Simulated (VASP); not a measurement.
Crystal: Li2S.

```
CELL_PARAMETERS angstrom
0.00000 2.84529 2.84529
2.87432 0.00000 2.84529
2.87432 2.84529 0.00000
ATOMIC_POSITIONS crystal
Li 0.25000 0.25000 0.25000
Li 0.75000 0.75000 0.75000
S 0.00000 0.00000 0.00000
```

This cell differs from its parent crystal: uniaxial x strain +1.0%.

Base run:

```yaml
Program: VASP 6.6.1
Functional: PBE
Potentials_or_basis: VASP PAW PBE potentials, release 64 (Li_sv, S)
Cutoff: 750 eV
k_mesh: 8 × 8 × 8
Occupations: fermi-dirac, width 0.02 eV
Spin: no spin polarisation
```

Its results: band gap on the k mesh 3.37 eV (least direct gap 4.22 eV); pressure -0.3 GPa.

**Question.** The run is repeated on the same cell with these changes: functional from PBE to r2SCAN; cutoff from 750 eV to 830 eV; occupations from fermi-dirac, width 0.02 eV to gaussian, width 0.01 eV. What comes out?

**Answer.** Band gap on the k mesh 3.84 eV (least direct gap 4.98 eV); pressure -0.6 GPa.

Caveats: the PAW data sets were made with another functional, which shifts forces and pressure a little (at least some runs).

A k mesh can miss the band edges.
